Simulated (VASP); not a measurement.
Here is a VASP 6.6.1 calculation.

Contents of POSCAR:

```
K2S
1.0
    0.0000000000      3.6789511252      3.6789511252
    3.6789511252      0.0000000000      3.6789511252
    3.6789511252      3.6789511252      0.0000000000
K S
2 1
Direct
    0.2500000000      0.2500000000      0.2500000000
    0.7500000000      0.7500000000      0.7500000000
    0.0000000000      0.0000000000      0.0000000000
```

Contents of INCAR.step1:

```
SYSTEM = K2S
PREC = Accurate ; ENCUT = 550
ISMEAR = 0 ; SIGMA = 0.01
LREAL = .FALSE. ; LASPH = .TRUE.
NELM = 120 ; NBANDS = 19
GGA = PE ; ALGO = Normal
EDIFF = 1E-5 ; LWAVE = .TRUE.
LCHARG = .FALSE. ; GGA_COMPAT = .FALSE.
```

Contents of INCAR.step2:

```
SYSTEM = K2S
PREC = Accurate ; ENCUT = 550
EDIFF = 1E-6 ; ISMEAR = 0
SIGMA = 0.01 ; LREAL = .FALSE.
LASPH = .TRUE. ; NELM = 120
ALGO = Normal ; ISIF = 2
LWAVE = .FALSE. ; LCHARG = .FALSE.
METAGGA = R2SCAN ; LMIXTAU = .TRUE.
LUSE_VDW = .TRUE. ; IVDW_NL = 2
BPARAM = 11.95 ; CPARAM = 0.0093
NBANDS = 19 ; ISTART = 1
GGA_COMPAT = .FALSE.
```

Contents of KPOINTS:

```
regular mesh
0
G
  6 6 6
  0 0 0
```

Potentials or basis: VASP PAW PBE potentials, release 64 (K_sv, S).

The run is started by

```sh
$ cat potpaw_PBE.64/K_sv/POTCAR potpaw_PBE.64/S/POTCAR > POTCAR
$ cp INCAR.step1 INCAR
$ mpirun -np 1 vasp_std > vasp.out
$ cp INCAR.step2 INCAR
$ mpirun -np 1 vasp_std > vasp.out
```

(1) Predict the band gap on the k mesh.

(2) Predict the pressure.

Results:

(1) 2.69 eV (least direct gap 2.91 eV).

(2) 0.0 GPa.

Caveat: the PAW data sets were made with another functional, which shifts forces and pressure a little.
